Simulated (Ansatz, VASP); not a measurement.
Cu3Te in VASP and in Ansatz

```
CELL_PARAMETERS angstrom
3.94666 0.00000 0.00000
0.00000 3.94666 0.00000
0.00000 0.00000 3.94666
ATOMIC_POSITIONS crystal
Cu 0.00000 0.50000 0.50000
Cu 0.50000 0.00000 0.50000
Cu 0.50000 0.50000 0.00000
Te 0.00000 0.00000 0.00000
```

Alike in both runs: task single point; functional revPBE; k mesh 5 × 5 × 5; occupations methfessel-paxton of order 1, width 0.05 eV; no spin polarisation.

|  | VASP | Ansatz |
| --- | --- | --- |
| version | VASP 6.6.1 | Ansatz 0.2.0 |
| potentials or method | VASP PAW PBE potentials, release 64 (Cu, Te) | plane waves, PAW |
| plane-wave cutoff (eV) | 600 | 420 |
| valence electrons in the cell | 39 | 73 |

|  | VASP | Ansatz | Ansatz less VASP |
| --- | --- | --- | --- |
| pressure (GPa) | 4.4 | 4.0 | -0.35 |

VASP's potentials were made for PBE, not for revPBE. VASP's potentials hold 39 valence electrons a cell and Ansatz's 73, so a difference there can come from the potentials and not from the codes.

Spin-orbit coupling is off throughout.
